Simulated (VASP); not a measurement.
# AlN (P6_3mc) in VASP: settings compared, part 3 of 3

VASP 6.6.1. The steps go on from the part before.

### 6 Single point, PBE

The input, INCAR:

```
SYSTEM = AlN
  ALGO = Normal
  EDIFF = 1E-6
  ENCUT = 520
  GGA = PE
  ISIF = 2
  ISMEAR = 0
  LASPH = .True.
  LCHARG = .True.
  LELF = .True.
  LREAL = .False.
  LVHAR = .True.
  LWAVE = .False.
  NBANDS = 16
  NELM = 60
  PREC = Accurate
  SIGMA = 0.01
```

The input, KPOINTS:

```
k-points
0
Gamma
  9 9 4
  0 0 0
```

The input, POSCAR:

```
AlN
1.0
    3.1066937606      0.0000000000      0.0000000000
   -1.5533468803      2.6904757185      0.0000000000
    0.0000000000      0.0000000000      4.9785915552
Al N
2 2
Direct
    0.3333333333      0.6666666667     -0.0032954727
    0.6666666667      0.3333333333      0.4967045273
    0.3333333333      0.6666666667      0.3782954727
    0.6666666667      0.3333333333      0.8782954727
```

Potentials or basis: VASP PAW PBE potentials, release 64 (Al, N).

Started as:

```console
$ cat potpaw_PBE.64/Al/POTCAR potpaw_PBE.64/N/POTCAR > POTCAR
$ mpirun -np 1 vasp_std > vasp.out
```

OUTCAR:

```text
SYSTEM = AlN
   EDIFF = 1E-6
   ENCUT = 520
   GGA = PE
   ISIF = 2
   ISMEAR = 0
   LASPH = .True.
   LREAL = .False.
   NELM = 60
   PREC = Accurate

 ion  position               nearest neighbor table
   1  0.333  0.667  0.997-   4 1.89   4 1.89   4 1.89   3 1.90   2 3.07   2 3.07   2 3.07   2 3.07
                             2 3.07   2 3.07
   2  0.667  0.333  0.497-   3 1.89   3 1.89   3 1.89   4 1.90   1 3.07   1 3.07   1 3.07   1 3.07
                             1 3.07   1 3.07
   3  0.333  0.667  0.378-   2 1.89   2 1.89   2 1.89   1 1.90
   4  0.667  0.333  0.878-   1 1.89   1 1.89   1 1.89   2 1.90

  LATTYP: Found a hexagonal cell.
 ALAT       =     3.1066937606
 C/A-ratio  =     1.6025369537

  Lattice vectors:

 A1 = (   3.1066937606,   0.0000000000,   0.0000000000)
 A2 = (  -1.5533468803,   2.6904757185,   0.0000000000)
 A3 = (   0.0000000000,   0.0000000000,   4.9785915552)

Analysis of symmetry for initial positions (statically):
=====================================================================
 Subroutine PRICEL returns:
 Original cell was already a primitive cell.

 Routine SETGRP: Setting up the symmetry group for a
 hexagonal supercell.

 Subroutine GETGRP returns: Found 12 space group operations
 (whereof  6 operations were pure point group operations)
 out of a pool of 24 trial point group operations.

The static configuration has the point symmetry C_3v.
 The point group associated with its full space group is C_6v.

Analysis of symmetry for dynamics (positions and initial velocities):
=====================================================================
 Subroutine PRICEL returns:
 Original cell was already a primitive cell.

 Routine SETGRP: Setting up the symmetry group for a
 hexagonal supercell.
[... 122 lines left out ...]
   NUPDOWN=      -1.0000    fix difference up-down
   EMIN   =  10.00;   EMAX   =-10.00  energy-range for DOS
   EFERMI =   0.00;   METHOD = LEGACY
   ISMEAR =     0;   SIGMA  =   0.01  broadening in eV -4-tet -1-fermi 0-gaus
   EFERMI_NEDOS =   21; number of points for ismear=-14 and -15
   IALGO  =     38    algorithm
   IMIX   =      4    mixing-type and parameters
     AMIX     =   0.40;   BMIX     =  1.00
     AMIX_MAG =   1.60;   BMIX_MAG =  1.00
  volume/ion in A,a.u.               =      10.40        70.21
  Fermi-wavevector in a.u.,A,eV,Ry     =   1.190429  2.249585 19.281103  1.417121
  Thomas-Fermi vector in A             =   2.326514
   LORBIT       =      0    0 simple, 1 ext, 2 COOP (PROOUT), +10 PAW based schemes
   GGA     = PE    functional components
   LHFCALC =     F    Hartree Fock is set to
   AEXX    =    0.0000 exact exchange contribution
   IVDW    =     0    specifies the selected vdW correction
   LEPSILON=     F    determine dielectric tensor
   LRPA    =     F    only Hartree local field effects (RPA)
 non-spin polarized calculation
 Gauss-broadening in eV      SIGMA  =   0.01
  energy-cutoff  :      520.00
  volume of cell :       41.61
 maximum number of plane-waves:      1152
 NGX is ok and might be reduce to    24
   NGX = 11   NGY = 11   NGZ = 19

 number of electron      15.9999997 magnetization

 Free energy of the ion-electron system (eV)
  ---------------------------------------------------
  ext. energy  EPLUGINS =         0.00000000
  ---------------------------------------------------
  free energy    TOTEN  =       -29.76784769 eV

  energy without entropy =      -29.76784769  energy(sigma->0) =      -29.76784769

 E-fermi :   6.2454     XC(G=0): -10.9266

 val. band max:        6.1855978626   @ k =   0.0000   0.0000   0.0000
 cond. band min:      10.4291811324   @ k =   0.0000   0.0000   0.0000
 fundamental gap:      4.2435832698
 Fermi energy:         6.2454472717

 k-point     1 :       0.0000    0.0000    0.0000
  band No.  band energies     occupation
      1      -9.0211      2.00000
      2      -6.8665      2.00000
      3       0.1766      2.00000
      4       5.3264      2.00000
      5       5.3264      2.00000
      6       5.9752      2.00000
[... 433 lines left out ...]
      3       1.6111      2.00000
      4       1.7415      2.00000
      5       1.7415      2.00000
      6       3.2299      2.00000
[... 8 lines left out ...]
     15      19.3105      0.00000
     16      21.6808      0.00000

 [... further k-points ...]
[... 5 lines left out ...]
  --------------------------------------------------------------------------------------
  -------------------------------------------------------------------------------------
  Total        1.1553657      1.1553657      1.1163632      0.0000000      0.0000000     -0.0000000
  in kB       44.4832011     44.4832011     42.9815512      0.0000000      0.0000000     -0.0000000
  external PRESSURE =      43.9826511 kB  Pullay stress =       0.0000000 kB

 VOLUME and BASIS-vectors are now :
 -----------------------------------------------------------------------------
  energy-cutoff  :      520.00
  volume of cell :       41.61
      direct lattice vectors                 reciprocal lattice vectors
     3.106693761  0.000000000  0.000000000     0.321885605  0.185840741  0.000000000
    -1.553346880  2.690475719  0.000000000     0.000000000  0.371681481  0.000000000
     0.000000000  0.000000000  4.978591555     0.000000000  0.000000000  0.200860020

 POSITION                                       TOTAL-FORCE (eV/Angst)
 -----------------------------------------------------------------------------------
     -0.00000      1.79365      4.96218         0.000000     -0.000000     -0.009005
      1.55335      0.89683      2.47289        -0.000000     -0.000000     -0.009005
     -0.00000      1.79365      1.88338         0.000000     -0.000000      0.009005
      1.55335      0.89683      4.37267        -0.000000      0.000000      0.009005
 -----------------------------------------------------------------------------------
    total drift:                               -0.000000     -0.000000     -0.000984

  FREE ENERGIE OF THE ION-ELECTRON SYSTEM (eV)
  ---------------------------------------------------
  free  energy   TOTEN  =       -29.7678476854 eV

  energy  without entropy=      -29.7678476854  energy(sigma->0) =      -29.76784769
```

OSZICAR:

```text
N       E                     dE             d eps       ncg     rms          rms(c)
DAV:   1     0.403234840612E+02    0.40323E+02   -0.73034E+03  1160   0.896E+02
DAV:   2    -0.312167335537E+02   -0.71540E+02   -0.65651E+02  1608   0.189E+02
DAV:   3    -0.345102743037E+02   -0.32935E+01   -0.32841E+01  1376   0.416E+01
DAV:   4    -0.345303955052E+02   -0.20121E-01   -0.20120E-01  1472   0.362E+00
DAV:   5    -0.345306633483E+02   -0.26784E-03   -0.26784E-03  1392   0.425E-01    0.122E+01
DAV:   6    -0.297555546774E+02    0.47751E+01   -0.10665E+01  1392   0.237E+01    0.417E+00
DAV:   7    -0.297796521867E+02   -0.24098E-01   -0.69418E-01  1240   0.583E+00    0.296E+00
DAV:   8    -0.297724712119E+02    0.71810E-02   -0.61162E-02  1272   0.227E+00    0.590E-01
DAV:   9    -0.297672955659E+02    0.51756E-02   -0.12649E-02  1520   0.830E-01    0.246E-01
DAV:  10    -0.297679306781E+02   -0.63511E-03   -0.23971E-03  1224   0.304E-01    0.134E-01
DAV:  11    -0.297678447729E+02    0.85905E-04   -0.18625E-04  1344   0.105E-01    0.331E-02
DAV:  12    -0.297678478818E+02   -0.31089E-05   -0.12189E-05  1328   0.278E-02    0.745E-03
DAV:  13    -0.297678476854E+02    0.19639E-06   -0.44266E-06  1320   0.162E-02
   1 F= -.29767848E+02 E0= -.29767848E+02  d E =-.483795E-20
```

stdout:

```text
POSCAR found type information on POSCAR AlN
 POSCAR found :  2 types and       4 ions
 scaLAPACK will be used
 LDA part: xc-table for (Slater+PW92), standard interpolation
 POSCAR, INCAR and KPOINTS ok, starting setup
 FFT: planning ... GRIDC
 FFT: planning ... GRID_SOFT
 FFT: planning ... GRID
 WAVECAR not read
 entering main loop
```

It took 37 s on 1 thread of Intel Xeon 8259CL, shared host; peak memory 0.16 GiB.

What came out:

| Item | Value |
| --- | --- |
| Free energy | -29.7678 eV |
| Pressure | 4.4 GPa |
| Largest force | 0.009 eV/Å |
| Band gap on the k mesh | 4.24 eV, direct |

Forces on the atoms (eV/Å):
```
Al   0.000  0.000 -0.009
Al   0.000  0.000 -0.009
N    0.000  0.000  0.009
N    0.000  0.000  0.009
```

Stress tensor (GPa, compression positive):
```
4.45 0.00 0.00
0.00 4.45 0.00
0.00 0.00 4.30
```

As with any semilocal functional, this PBE gap is likely too small.

### 7 Single point, HSE06

POSCAR is that of step 6.

The input, INCAR.step1:

```
ALGO = Normal
EDIFF = 1E-5
ENCUT = 520
GGA = PE
ISIF = 2
ISMEAR = 0
LASPH = True
LCHARG = False
LREAL = False
LWAVE = True
NBANDS = 16
NELM = 60
PREC = Accurate
SIGMA = 0.01
```

The input, INCAR.step2:

```
ALGO = Normal
EDIFF = 1E-7
ENCUT = 520
GGA = PE
HFSCREEN = 0.2079
ISIF = 2
ISMEAR = 0
ISTART = 1
LASPH = True
LCHARG = False
LHFCALC = True
LREAL = False
LWAVE = False
NBANDS = 16
NELM = 60
PREC = Accurate
PRECFOCK = Normal
SIGMA = 0.01
```

The input, KPOINTS:

```
k-points
0
Gamma
  6 6 4
```

Potentials or basis: VASP PAW PBE potentials, release 64 (Al, N).

Started as:

```console
$ cat potpaw_PBE.64/Al/POTCAR potpaw_PBE.64/N/POTCAR > POTCAR
$ cp INCAR.step1 INCAR
$ mpirun -np 1 vasp_std > vasp.out
$ cp INCAR.step2 INCAR
$ mpirun -np 1 vasp_std > vasp.out
```

OUTCAR:

```text
EDIFF = 1E-7
   ENCUT = 520
   GGA = PE
   HFSCREEN = 0.2079
   ISIF = 2
   ISMEAR = 0
   ISTART = 1
   LASPH = True
   LHFCALC = True
   LREAL = False
   NELM = 60
   PREC = Accurate
   PRECFOCK = Normal

 ion  position               nearest neighbor table
   1  0.333  0.667  0.997-   4 1.89   4 1.89   4 1.89   3 1.90   2 3.07   2 3.07   2 3.07   2 3.07
                             2 3.07   2 3.07
   2  0.667  0.333  0.497-   3 1.89   3 1.89   3 1.89   4 1.90   1 3.07   1 3.07   1 3.07   1 3.07
                             1 3.07   1 3.07
   3  0.333  0.667  0.378-   2 1.89   2 1.89   2 1.89   1 1.90
   4  0.667  0.333  0.878-   1 1.89   1 1.89   1 1.89   2 1.90

  LATTYP: Found a hexagonal cell.
 ALAT       =     3.1066937606
 C/A-ratio  =     1.6025369537

  Lattice vectors:

 A1 = (   3.1066937606,   0.0000000000,   0.0000000000)
 A2 = (  -1.5533468803,   2.6904757185,   0.0000000000)
 A3 = (   0.0000000000,   0.0000000000,   4.9785915552)

Analysis of symmetry for initial positions (statically):
=====================================================================
 Subroutine PRICEL returns:
 Original cell was already a primitive cell.

 Routine SETGRP: Setting up the symmetry group for a
 hexagonal supercell.

 Subroutine GETGRP returns: Found 12 space group operations
 (whereof  6 operations were pure point group operations)
 out of a pool of 24 trial point group operations.

The static configuration has the point symmetry C_3v.
 The point group associated with its full space group is C_6v.

Analysis of symmetry for dynamics (positions and initial velocities):
=====================================================================
 Subroutine PRICEL returns:
 Original cell was already a primitive cell.

 Routine SETGRP: Setting up the symmetry group for a
 hexagonal supercell.

 Subroutine GETGRP returns: Found 12 space group operations
 (whereof  6 operations were pure point group operations)
 out of a pool of 24 trial point group operations.

The dynamic configuration has the point symmetry C_3v.
 The point group associated with its full space group is C_6v.

 Subroutine INISYM returns: Found 12 space group operations
 (whereof  6 operations are pure point group operations),
 and found     1 'primitive' translations

----------------------------------------------------------------------------------------

                                     Primitive cell

  volume of cell :      41.6135

  direct lattice vectors                    reciprocal lattice vectors
     3.106693761  0.000000000  0.000000000     0.321885605  0.185840741  0.000000000
    -1.553346880  2.690475719  0.000000000     0.000000000  0.371681481  0.000000000
     0.000000000  0.000000000  4.978591555     0.000000000  0.000000000  0.200860020

  length of vectors
     3.106693761  3.106693761  4.978591555     0.371681481  0.371681481  0.200860020

  position of ions in fractional coordinates (direct lattice)
     0.333333333  0.666666667  0.996704527
     0.666666667  0.333333333  0.496704527
     0.333333333  0.666666667  0.378295473
     0.666666667  0.333333333  0.878295473

[... 54 lines left out ...]
  0.333333  0.166667  0.500000     12.000000
  0.333333  0.333333  0.500000      2.000000
   k-points           NKPTS =     21   k-points in BZ     NKDIM =    144   number of bands    NBANDS=     16
   number of dos      NEDOS =    301   number of ions     NIONS =      4
   total plane-waves  NPLWV =  23040
   dimension x,y,z NGX =    24 NGY =   24 NGZ =   40
   dimension x,y,z NGXF=    48 NGYF=   48 NGZF=   80
   ions per type =               2   2
   NGX,Y,Z   is equivalent  to a cutoff of  12.84, 12.84, 13.36 a.u.
   NGXF,Y,Z  is equivalent  to a cutoff of  25.69, 25.69, 26.71 a.u.
 SYSTEM =  unknown system
   PREC   = accura    normal or accurate (medium, high low for compatibility)
   ISTART =      1    job   : 0-new  1-cont  2-samecut
   ICHARG =      0    charge: 1-file 2-atom 10-const
   ISPIN  =      1    spin polarized calculation?
   LNONCOLLINEAR =      F non collinear calculations
   LSORBIT =      F    spin-orbit coupling
   LASPH  =      T    aspherical Exc in radial PAW
   ENCUT  =  520.0 eV  38.22 Ry    6.18 a.u.   5.78  5.78  9.26*2*pi/ulx,y,z
   NELM   =     60;   NELMIN=  2; NELMDL=  0     # of ELM steps
   EDIFF  = 0.1E-06   stopping-criterion for ELM
   LREAL  =      F    real-space projection
   EDIFFG = 0.1E-05   stopping-criterion for IOM
   NSW    =      0    number of steps for IOM
   IBRION =     -1    ionic relax: 0-MD 1-quasi-New 2-CG
   NFREE  =      0    steps in history (QN), initial steepest desc. (CG)
   ISIF   =      2    stress and relaxation
   ISYM   =      3    0-nonsym 1-usesym 2-fastsym
   POTIM  = 0.5000    time-step for ionic-motion
   TEBEG  =    0.0;   TEEND  =   0.0 temperature during run
   PSTRESS=    0.0 pullay stress
   NELECT =      16.0000    total number of electrons
   NUPDOWN=      -1.0000    fix difference up-down
   EMIN   =  10.00;   EMAX   =-10.00  energy-range for DOS
   EFERMI =   0.00;   METHOD = LEGACY
   ISMEAR =     0;   SIGMA  =   0.01  broadening in eV -4-tet -1-fermi 0-gaus
   EFERMI_NEDOS =   21; number of points for ismear=-14 and -15
   IALGO  =     38    algorithm
   IMIX   =      1    mixing-type and parameters
     AMIX     =   0.40;   BMIX     =  1.00
     AMIX_MAG =   1.60;   BMIX_MAG =  1.00
  volume/ion in A,a.u.               =      10.40        70.21
  Fermi-wavevector in a.u.,A,eV,Ry     =   1.190429  2.249585 19.281103  1.417121
  Thomas-Fermi vector in A             =   2.326514
   LORBIT       =      0    0 simple, 1 ext, 2 COOP (PROOUT), +10 PAW based schemes
   GGA     = PE    functional components
   LHFCALC =     T    Hartree Fock is set to
   PRECFOCK=normal    Normal, Fast or Accurate (Low or Medium for compatibility)
   ENCUT4O =  -1.0   cutoff for four orbital integrals eV
   NKREDX  =     1    reduce k-point grid by
   NKREDY  =     1    reduce k-point grid by
   NKREDZ  =     1    reduce k-point grid by
   AEXX    =    0.2500 exact exchange contribution
   HFSCREEN=    0.2079 screening length (either q_TF or 0.3 A-1)
   HFSCREENC=   0.2079 screening length for correlation (either q_TF or 0.3 A-1)
   ENCUTFOCK=  -1.0 apply spherical cutoff to Coloumb kernel
   IVDW    =     0    specifies the selected vdW correction
   LEPSILON=     F    determine dielectric tensor
   LRPA    =     F    only Hartree local field effects (RPA)
 non-spin polarized calculation
 Gauss-broadening in eV      SIGMA  =   0.01
  energy-cutoff  :      520.00
  volume of cell :       41.61
 maximum number of plane-waves:      1152
 NGX is ok and might be reduce to    24
  NGX = 18; NGY = 18; NGZ = 28

 number of electron      15.9999997 magnetization

 Free energy of the ion-electron system (eV)
  ---------------------------------------------------
  ext. energy  EPLUGINS =         0.00000000
  ---------------------------------------------------
  free energy    TOTEN  =       -34.89471653 eV

  energy without entropy =      -34.89471653  energy(sigma->0) =      -34.89471653

 E-fermi :   5.3259     XC(G=0):  -9.0082

 val. band max:        5.2770130518   @ k =   0.0000   0.0000   0.0000
 cond. band min:      10.8695595687   @ k =   0.0000   0.0000   0.0000
 fundamental gap:      5.5925465168
 Fermi energy:         5.3259246271

 k-point     1 :       0.0000    0.0000    0.0000
  band No.  band energies     occupation
      1     -11.4460      2.00000
      2      -9.1496      2.00000
      3      -1.2463      2.00000
      4       4.3238      2.00000
      5       4.3238      2.00000
      6       5.0466      2.00000
[... 376 lines left out ...]
      3       0.0148      2.00000
      4       0.0148      2.00000
      5       1.0925      2.00000
      6       1.0925      2.00000
[... 8 lines left out ...]
     15      20.8208      0.00000
     16      20.8208      0.00000

------------------------ aborting loop because EDIFF is reached ----------------------------------------

  FORCE on cell =-STRESS in cart. coord.  units (eV):
  Direction    XX          YY          ZZ          XY          YZ          ZX
  --------------------------------------------------------------------------------------
  -------------------------------------------------------------------------------------
  Total       -0.1936440     -0.1936440     -0.2322328      0.0000000      0.0000000      0.0000000
  in kB       -7.4555652     -7.4555652     -8.9412881      0.0000000      0.0000000      0.0000000
  external PRESSURE =      -7.9508062 kB  Pullay stress =       0.0000000 kB

 VOLUME and BASIS-vectors are now :
 -----------------------------------------------------------------------------
  energy-cutoff  :      520.00
  volume of cell :       41.61
      direct lattice vectors                 reciprocal lattice vectors
     3.106693761  0.000000000  0.000000000     0.321885605  0.185840741  0.000000000
    -1.553346880  2.690475719  0.000000000     0.000000000  0.371681481  0.000000000
     0.000000000  0.000000000  4.978591555     0.000000000  0.000000000  0.200860020

 POSITION                                       TOTAL-FORCE (eV/Angst)
 -----------------------------------------------------------------------------------
     -0.00000      1.79365      4.96218         0.000000     -0.000000     -0.007660
      1.55335      0.89683      2.47289        -0.000000      0.000000     -0.007660
     -0.00000      1.79365      1.88338         0.000000      0.000000      0.007660
      1.55335      0.89683      4.37267        -0.000000     -0.000000      0.007660
 -----------------------------------------------------------------------------------
    total drift:                               -0.000000      0.000000     -0.000705

  FREE ENERGIE OF THE ION-ELECTRON SYSTEM (eV)
  ---------------------------------------------------
  free  energy   TOTEN  =       -34.8947165281 eV

  energy  without entropy=      -34.8947165281  energy(sigma->0) =      -34.89471653
```

Run time: 19 min. Hardware: 1 thread of Intel Xeon Platinum 8488C (Sapphire Rapids), shared host; peak memory 0.26 GiB.

What came out:

```
Free energy            : -34.8947 eV
Pressure               : -0.8 GPa
Largest force          : 0.008 eV/Å
Band gap on the k mesh : 5.59 eV, direct
```

Forces in eV/Å, atoms in the order of the input:
```
Al   0.000  0.000 -0.008
Al   0.000  0.000 -0.008
N    0.000  0.000  0.008
N    0.000  0.000  0.008
```

Stress tensor (GPa, compression positive):
```
-0.75  0.00  0.00
 0.00 -0.75  0.00
 0.00  0.00 -0.89
```

Levels at points of the mesh, in eV from the valence-band top:
```tsv
k point	band 6	band 7	band 8	band 9	band 10	band 11
(0.00, 0.00, 0.00)	-0.23	-0.23	0.00	5.59	8.17	12.49
(0.50, 0.00, 0.00)	-2.30	-1.90	-0.77	7.17	7.19	9.75
(0.00, 0.00, 0.50)	-0.60	-0.60	-0.60	7.98	7.98	12.03
(0.50, 0.00, 0.50)	-1.61	-1.49	-1.49	6.66	6.66	10.81
```

Caveat: the PAW data sets were made with another functional, which shifts forces and pressure a little.

### 8 Overview

```csv
level,potentials or basis,k mesh,grid for exact exchange (PRECFOCK),screening parameter,gap on the mesh (eV),pressure (GPa),largest force (eV/Å)
PBE,"VASP PAW PBE potentials, release 64 (Al, N)",6 × 6 × 4,-,-,4.24,4.4,0.01
LDA,"VASP PAW LDA potentials, release 64 (Al, N)",6 × 6 × 4,-,-,4.27,-3.2,-
r2SCAN,"VASP PAW PBE potentials, release 64 (Al, N)",6 × 6 × 4,-,-,4.92,-0.4,-
PBE,"VASP PAW PBE potentials, release 64 (Al, N)",9 × 9 × 4,-,-,4.24,4.4,0.01
HSE06,"VASP PAW PBE potentials, release 64 (Al, N)",6 × 6 × 4,Normal,0.2079 1/Å,5.59,-0.8,0.01
```

Alike in all rows: task single point; no spin polarisation; cell as given; cutoff (eV) 520; smearing gaussian 0.01 eV.

Caveats: the PAW data sets were made with another functional, which shifts forces and pressure a little (some runs).

Total energies depend on the potentials used, so only differences within one code and one set of settings carry meaning.
